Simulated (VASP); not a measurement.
The system is MgS (Niningerite).

```
S Mg
1.0
     0.00000    2.60165    2.60165
     2.60165    0.00000    2.60165
     2.60165    2.60165    0.00000
S Mg
1 1
Direct
  0.50000 0.50000 0.50000
  0.00000 0.00000 0.00000
```

| Item | Value |
| --- | --- |
| Program | VASP 6.6.1 |
| Task | relaxation of cell and atoms |
| Functional | BLYP |
| Dispersion | D4 |
| Potentials or basis | VASP PAW PBE potentials, release 64 (S, Mg) |
| Cutoff | 600 eV |
| k mesh | 9 × 9 × 9 |
| Occupations | fermi-dirac, width 0.05 eV |
| Spin | no spin polarisation |

At the start: pressure -1.7 GPa; volume 17.61 Å³/atom.

**Question.** How do energy, volume and symmetry change on relaxing?

**Answer.** Over 3 steps the energy falls by 2.0 meV/atom and the volume is 17.23 Å³/atom (-2.2 %); space group Fm-3m (No. 225, to 0.05 Å).

The path:
```tsv
step	energy change (eV)	largest force (eV/Å)	pressure (GPa)	volume (Å³)
1	0.0000	0.0000	-1.68	35.22
2	-0.0039	0.0000	0.41	34.28
3	-0.0041	0.0000	0.00	34.46
```

Final structure:
```yaml
crystal:
  lattice:
    - [0.00000, 2.58273, 2.58273]
    - [2.58273, 0.00000, 2.58273]
    - [2.58273, 2.58273, 0.00000]
  atoms:
    - { symbol: S, position: [0.50000, 0.50000, 0.50000] }
    - { symbol: Mg, position: [0.00000, 0.00000, 0.00000] }
```

Caveat: the PAW data sets were made with another functional, which shifts forces and pressure a little.
